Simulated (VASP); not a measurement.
# MgO (Fm-3m) in VASP: notebook

MgO is run at these levels: PBEsol, r2SCAN; tasks: single point.

All numbers are computed with VASP 6.6.1; they aren't measurements. Logs are shortened: lines on timing, memory, paths and dates and some standing lists are left out, and cuts for length are marked.

## Step 1: The cell of the first run

The structure is cubic, space group Fm-3m (No. 225). Conventional cell: a = 4.204 Å, b = 4.204 Å, c = 4.204 Å, α = 90.00°, β = 90.00°, γ = 90.00°. Within 2.8 Å of Mg (site symmetry m-3m) lie 6 O at 2.10 Å. Within 2.8 Å of O (site symmetry m-3m) lie 6 Mg at 2.10 Å.

## Step 2: Single point, PBEsol

INCAR

```
ALGO = Normal ; EDIFF = 1E-6
ENCUT = 840 ; GGA = PS
GGA_COMPAT = False ; ISIF = 2
ISMEAR = -1 ; LASPH = True
LCHARG = True ; LELF = True
LREAL = False ; LVHAR = True
LWAVE = False ; NBANDS = 15
NELM = 120 ; PREC = Accurate
SIGMA = 0.2
```

KPOINTS

```
k-points
0
Gamma
  8 8 8
```

POSCAR

```
MgO
1.0
    0.0000000000      2.1021674158      2.1021674158
    2.1021674158      0.0000000000      2.1021674158
    2.1021674158      2.1021674158      0.0000000000
Mg O
1 1
Direct
    0.0000000000      0.0000000000      0.0000000000
    0.5000000000      0.5000000000      0.5000000000
```

Potentials or basis: VASP PAW PBE potentials, release 64 (Mg_sv, O).

Launch:

```
$ cat potpaw_PBE.64/Mg_sv/POTCAR potpaw_PBE.64/O/POTCAR > POTCAR
$ mpirun -np 1 vasp_std > vasp.out
```

OUTCAR:

```text
EDIFF = 1E-6
   ENCUT = 840
   GGA = PS
   ISIF = 2
   ISMEAR = -1
   LASPH = True
   LREAL = False
   NELM = 120
   PREC = Accurate

 ion  position               nearest neighbor table
   1  0.000  0.000  0.000-   2 2.10   2 2.10   2 2.10   2 2.10   2 2.10   2 2.10
   2  0.500  0.500  0.500-   1 2.10   1 2.10   1 2.10   1 2.10   1 2.10   1 2.10

  LATTYP: Found a face centered cubic cell.
 ALAT       =     4.2043348316

  Lattice vectors:

 A1 = (   0.0000000000,   2.1021674158,   2.1021674158)
 A2 = (   2.1021674158,   0.0000000000,   2.1021674158)
 A3 = (   2.1021674158,   2.1021674158,   0.0000000000)

Analysis of symmetry for initial positions (statically):
=====================================================================
 Subroutine PRICEL returns:
 Original cell was already a primitive cell.

 Routine SETGRP: Setting up the symmetry group for a
 face centered cubic supercell.

 Subroutine GETGRP returns: Found 48 space group operations
 (whereof 48 operations were pure point group operations)
 out of a pool of 48 trial point group operations.

The static configuration has the point symmetry O_h .

Analysis of symmetry for dynamics (positions and initial velocities):
=====================================================================
 Subroutine PRICEL returns:
 Original cell was already a primitive cell.

 Routine SETGRP: Setting up the symmetry group for a
 face centered cubic supercell.

 Subroutine GETGRP returns: Found 48 space group operations
 (whereof 48 operations were pure point group operations)
 out of a pool of 48 trial point group operations.

The dynamic configuration has the point symmetry O_h .

 Subroutine INISYM returns: Found 48 space group operations
 (whereof 48 operations are pure point group operations),
 and found     1 'primitive' translations

----------------------------------------------------------------------------------------

                                     Primitive cell

  volume of cell :      18.5794

  direct lattice vectors                    reciprocal lattice vectors
     0.000000000  2.102167416  2.102167416    -0.237849753  0.237849753  0.237849753
     2.102167416  0.000000000  2.102167416     0.237849753 -0.237849753  0.237849753
     2.102167416  2.102167416  0.000000000     0.237849753  0.237849753 -0.237849753

  length of vectors
     2.972913670  2.972913670  2.972913670     0.411967856  0.411967856  0.411967856

  position of ions in fractional coordinates (direct lattice)
     0.000000000  0.000000000  0.000000000
     0.500000000  0.500000000  0.500000000

  ion indices of the primitive-cell ions
   primitive index   ion index
                 1           1
                 2           2

----------------------------------------------------------------------------------------

 KPOINTS: k-points

Automatic generation of k-mesh.
 Grid dimensions read from file:
 generate k-points for:    8    8    8

 Generating k-lattice:

  Cartesian coordinates                     Fractional coordinates (reciprocal lattice)
    -0.029731219  0.029731219  0.029731219     0.125000000  0.000000000  0.000000000
     0.029731219 -0.029731219  0.029731219     0.000000000  0.125000000  0.000000000
     0.029731219  0.029731219 -0.029731219     0.000000000  0.000000000  0.125000000

  Length of vectors
     0.051495982  0.051495982  0.051495982

  Shift w.r.t. Gamma in fractional coordinates (k-lattice)
     0.000000000  0.000000000  0.000000000

 Subroutine IBZKPT returns following result:
 ===========================================

 Found     29 irreducible k-points:

 Following reciprocal coordinates:
            Coordinates               Weight
  0.000000  0.000000  0.000000      1.000000
  0.125000  0.000000  0.000000      8.000000
  0.250000  0.000000  0.000000      8.000000
  0.375000  0.000000  0.000000      8.000000
  0.500000  0.000000  0.000000      4.000000
  0.125000  0.125000  0.000000      6.000000
[... 16 lines left out ...]
  0.500000  0.250000  0.125000     48.000000
 -0.375000  0.250000  0.125000     24.000000
 [... further k-points ...]
   k-points           NKPTS =     29   k-points in BZ     NKDIM =     29   number of bands    NBANDS=     15
   number of dos      NEDOS =    301   number of ions     NIONS =      2
   total plane-waves  NPLWV =  21952
   dimension x,y,z NGX =    28 NGY =   28 NGZ =   28
   dimension x,y,z NGXF=    56 NGYF=   56 NGZF=   56
   ions per type =               1   1
   NGX,Y,Z   is equivalent  to a cutoff of  15.66, 15.66, 15.66 a.u.
   NGXF,Y,Z  is equivalent  to a cutoff of  31.32, 31.32, 31.32 a.u.
 SYSTEM =  unknown system
   PREC   = accura    normal or accurate (medium, high low for compatibility)
   ISTART =      0    job   : 0-new  1-cont  2-samecut
   ICHARG =      2    charge: 1-file 2-atom 10-const
   ISPIN  =      1    spin polarized calculation?
   LNONCOLLINEAR =      F non collinear calculations
   LSORBIT =      F    spin-orbit coupling
   LASPH  =      T    aspherical Exc in radial PAW
   ENCUT  =  840.0 eV  61.74 Ry    7.86 a.u.   7.03  7.03  7.03*2*pi/ulx,y,z
   NELM   =    120;   NELMIN=  2; NELMDL= -5     # of ELM steps
   EDIFF  = 0.1E-05   stopping-criterion for ELM
   LREAL  =      F    real-space projection
   EDIFFG = 0.1E-04   stopping-criterion for IOM
   NSW    =      0    number of steps for IOM
   IBRION =     -1    ionic relax: 0-MD 1-quasi-New 2-CG
   NFREE  =      0    steps in history (QN), initial steepest desc. (CG)
   ISIF   =      2    stress and relaxation
   ISYM   =      2    0-nonsym 1-usesym 2-fastsym
   POTIM  = 0.5000    time-step for ionic-motion
   TEBEG  =    0.0;   TEEND  =   0.0 temperature during run
   PSTRESS=    0.0 pullay stress
   NELECT =      16.0000    total number of electrons
   NUPDOWN=      -1.0000    fix difference up-down
   EMIN   =  10.00;   EMAX   =-10.00  energy-range for DOS
   EFERMI =   0.00;   METHOD = LEGACY
   ISMEAR =    -1;   SIGMA  =   0.20  broadening in eV -4-tet -1-fermi 0-gaus
   EFERMI_NEDOS =   21; number of points for ismear=-14 and -15
   IALGO  =     38    algorithm
   IMIX   =      4    mixing-type and parameters
     AMIX     =   0.40;   BMIX     =  1.00
     AMIX_MAG =   1.60;   BMIX_MAG =  1.00
  volume/ion in A,a.u.               =       9.29        62.69
  Fermi-wavevector in a.u.,A,eV,Ry     =   1.557534  2.943312 33.006537  2.425912
  Thomas-Fermi vector in A             =   2.661170
   LORBIT       =      0    0 simple, 1 ext, 2 COOP (PROOUT), +10 PAW based schemes
   GGA     = PS    functional components
   LHFCALC =     F    Hartree Fock is set to
   AEXX    =    0.0000 exact exchange contribution
   IVDW    =     0    specifies the selected vdW correction
   LEPSILON=     F    determine dielectric tensor
   LRPA    =     F    only Hartree local field effects (RPA)
 non-spin polarized calculation
  energy-cutoff  :      840.00
  volume of cell :       18.58
 maximum number of plane-waves:      1036
   NGX = 13   NGY = 13   NGZ = 13

 number of electron      15.9999994 magnetization

 Free energy of the ion-electron system (eV)
  ---------------------------------------------------
  ext. energy  EPLUGINS =         0.00000000
  ---------------------------------------------------
  free energy    TOTEN  =       -12.48101277 eV

  energy without entropy =      -12.48101164  energy(sigma->0) =      -12.48101220

 E-fermi :   5.5366     XC(G=0): -11.6364

 val. band max:        2.8355415365   @ k =   0.0000   0.0000   0.0000
 cond. band min:       7.5257665237   @ k =   0.0000   0.0000   0.0000
 fundamental gap:      4.6902249872
 Fermi energy:         5.5366185089

 k-point     1 :       0.0000    0.0000    0.0000
  band No.  band energies     occupation
      1     -68.9901      2.00000
      2     -35.9105      2.00000
      3     -35.9105      2.00000
      4     -35.9105      2.00000
      5     -14.3839      2.00000
      6       2.8355      2.00000
      7       2.8355      2.00000
      8       2.8355      2.00000
      9       7.5258      0.00010
     10      18.4998      0.00000
     11      18.4998      0.00000
     12      18.4998      0.00000
     13      22.3638      0.00000
     14      24.2402      0.00000
     15      24.2402      0.00000

 k-point     2 :       0.1250    0.0000    0.0000
  band No.  band energies     occupation
      1     -68.9890      2.00000
      2     -35.9243      2.00000
      3     -35.9120      2.00000
      4     -35.9120      2.00000
      5     -14.2112      2.00000
      6       1.8642      2.00000
      7       2.7294      2.00000
      8       2.7294      2.00000
      9       8.4451      0.00000
     10      16.8080      0.00000
     11      18.8644      0.00000
     12      18.8644      0.00000
     13      23.2924      0.00000
     14      23.2924      0.00000
     15      24.5836      0.00000

 k-point     3 :       0.2500    0.0000    0.0000
  band No.  band energies     occupation
      1     -68.9859      2.00000
      2     -35.9569      2.00000
      3     -35.9154      2.00000
      4     -35.9154      2.00000
      5     -13.7624      2.00000
      6       0.1317      2.00000
      7       2.4852      2.00000
      8       2.4852      2.00000
      9       9.8757      0.00000
     10      15.2861      0.00000
     11      19.3837      0.00000
     12      19.3837      0.00000
     13      22.8913      0.00000
     14      22.8913      0.00000
     15      24.8174      0.00000
[... 343 lines left out ...]
 k-point    23 :       0.5000    0.2500    0.1250
  band No.  band energies     occupation
      1     -68.9809      2.00000
      2     -35.9803      2.00000
      3     -35.9401      2.00000
      4     -35.9249      2.00000
      5     -13.0576      2.00000
      6      -0.9343      2.00000
      7       1.0752      2.00000
      8       1.9487      2.00000
      9      12.2559      0.00000
     10      14.3844      0.00000
     11      16.7152      0.00000
     12      19.9199      0.00000
     13      22.4280      0.00000
     14      25.1607      0.00000
     15      28.8251      0.00000

 k-point    24 :      -0.3750    0.2500    0.1250
  band No.  band energies     occupation
      1     -68.9798      2.00000
      2     -35.9877      2.00000
      3     -35.9424      2.00000
      4     -35.9276      2.00000
      5     -12.8834      2.00000
      6      -1.2341      2.00000
      7       0.8636      2.00000
      8       1.8275      2.00000
      9      12.4051      0.00000
     10      14.9677      0.00000
     11      16.2835      0.00000
     12      19.6751      0.00000
     13      23.2756      0.00000
     14      24.8355      0.00000
     15      28.9532      0.00000

 [... further k-points ...]

------------------------ aborting loop because EDIFF is reached ----------------------------------------

  FORCE on cell =-STRESS in cart. coord.  units (eV):
  Direction    XX          YY          ZZ          XY          YZ          ZX
  --------------------------------------------------------------------------------------
  -------------------------------------------------------------------------------------
  Total        0.1525434      0.1525434      0.1525434      0.0000000      0.0000000      0.0000000
  in kB       13.1544285     13.1544285     13.1544285      0.0000000      0.0000000      0.0000000
  external PRESSURE =      13.1544285 kB  Pullay stress =       0.0000000 kB

 VOLUME and BASIS-vectors are now :
 -----------------------------------------------------------------------------
  energy-cutoff  :      840.00
  volume of cell :       18.58
      direct lattice vectors                 reciprocal lattice vectors
     0.000000000  2.102167416  2.102167416    -0.237849753  0.237849753  0.237849753
     2.102167416  0.000000000  2.102167416     0.237849753 -0.237849753  0.237849753
     2.102167416  2.102167416  0.000000000     0.237849753  0.237849753 -0.237849753

 POSITION                                       TOTAL-FORCE (eV/Angst)
 -----------------------------------------------------------------------------------
      0.00000      0.00000      0.00000        -0.000000      0.000000     -0.000000
      2.10217      2.10217      2.10217         0.000000     -0.000000      0.000000
 -----------------------------------------------------------------------------------
    total drift:                                0.000000      0.000000      0.000000

  FREE ENERGIE OF THE ION-ELECTRON SYSTEM (eV)
  ---------------------------------------------------
  free  energy   TOTEN  =       -12.4810127674 eV

  energy  without entropy=      -12.4810116374  energy(sigma->0) =      -12.48101220
```

Wall time 17 s (1 thread of Intel Xeon Platinum 8259CL at 2.50GHz (Skylake/Cascade Lake), shared host); peak memory 0.15 GiB.

What came out:

| Quantity | Value |
| --- | --- |
| Free energy | -12.4810 eV |
| Pressure | 1.3 GPa |
| Band gap on the k mesh | 4.69 eV |

Caveat: the PAW data sets were made with another functional, which shifts forces and pressure a little.

## Step 3: Single point, r2SCAN

POSCAR is that of step 2.

INCAR.step1

```
  PREC = Accurate
  ENCUT = 920
  ISMEAR = 0
  SIGMA = 0.01
  LREAL = F
  LASPH = T
  NELM = 120
  NBANDS = 15
  GGA = PE
  ALGO = Normal
  EDIFF = 1E-5
  LWAVE = T
  LCHARG = F
  GGA_COMPAT = F
```

INCAR.step2

```
  PREC = Accurate
  ENCUT = 920
  EDIFF = 1E-6
  ISMEAR = 0
  SIGMA = 0.01
  LREAL = F
  LASPH = T
  NELM = 120
  ALGO = Normal
  ISIF = 2
  LWAVE = F
  LCHARG = T
  METAGGA = R2SCAN
  LMIXTAU = T
  LELF = T
  LVHAR = T
  NBANDS = 15
  ISTART = 1
  GGA_COMPAT = F
```

KPOINTS

```
Automatic mesh
0
Gamma
  8 8 8
```

Potentials or basis: VASP PAW PBE potentials, release 64 (Mg_sv, O).

Launch:

```
$ cat potpaw_PBE.64/Mg_sv/POTCAR potpaw_PBE.64/O/POTCAR > POTCAR
$ cp INCAR.step1 INCAR
$ mpirun -np 1 vasp_std > vasp.out
$ cp INCAR.step2 INCAR
$ mpirun -np 1 vasp_std > vasp.out
```

Run time: 36 s. Hardware: 1 thread of Intel Xeon 6975P-C (Granite Rapids), shared host; peak memory 0.17 GiB.

The run converged. Its results:

| Quantity | Value |
| --- | --- |
| Free energy | -16.1547 eV |
| Pressure | 0.5 GPa |
| Band gap on the k mesh | 5.70 eV |

Levels at points of the mesh, in eV from the valence-band top:
| k point | band 5 | band 6 | band 7 | band 8 | band 9 | band 10 | band 11 | band 12 |
| --- | --- | --- | --- | --- | --- | --- | --- | --- |
| (0.00, 0.00, 0.00) | -18.22 | 0.00 | 0.00 | 0.00 | 5.70 | 16.89 | 16.89 | 16.89 |
| (0.50, 0.00, 0.00) | -16.92 | -4.62 | -0.68 | -0.68 | 8.87 | 13.91 | 17.57 | 17.57 |
| (0.50, 0.50, 0.00) | -16.71 | -4.09 | -1.37 | -1.37 | 10.05 | 11.22 | 14.38 | 20.55 |

Caveat: the PAW data sets were made with another functional, which shifts forces and pressure a little.
